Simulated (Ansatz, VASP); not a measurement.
# One calculation of Ga, two programs

```xyz
2
Lattice="1.3737 -3.9995 0.0000 1.3737 3.9995 0.0000 -0.1167 0.0000 3.3076" Properties=species:S:1:pos:R:3 pbc="T T T"
Ga    1.2862    2.9516    2.4807
Ga    1.3446   -2.9516    0.8269
```

Alike in both runs: task single point; functional r2SCAN; k mesh 10 × 10 × 8; occupations fermi-dirac, width 0.05 eV; no spin polarisation.

|  | VASP | Ansatz |
| --- | --- | --- |
| version | VASP 6.6.1 | Ansatz 0.2.0 |
| potentials or method | VASP PAW PBE potentials, release 64 (Ga_d) | Ansatz PAW |
| plane-wave cutoff (eV) | 520 | 500 |
| valence electrons in the cell | 26 | 26 |

Ansatz gave:

- gap on the k mesh at the Fermi level (eV): none
- pressure (GPa): -0.2
- traceless stress, the component that is largest in VASP (GPa): 0.78
- rms of the force components (eV/Å): 0.129

**Question.** Which values does VASP return?

**Answer.** gap on the k mesh at the Fermi level (eV): none; pressure (GPa): -0.3; traceless stress, the component that is largest in VASP (GPa): 0.83; rms of the force components (eV/Å): 0.128.

VASP's potentials were made for PBE, not for r2SCAN. Atom by atom the forces differ by 0.002 eV/Å (rms over components). A gap of «none» marks a metal or a gap that the smearing closes.
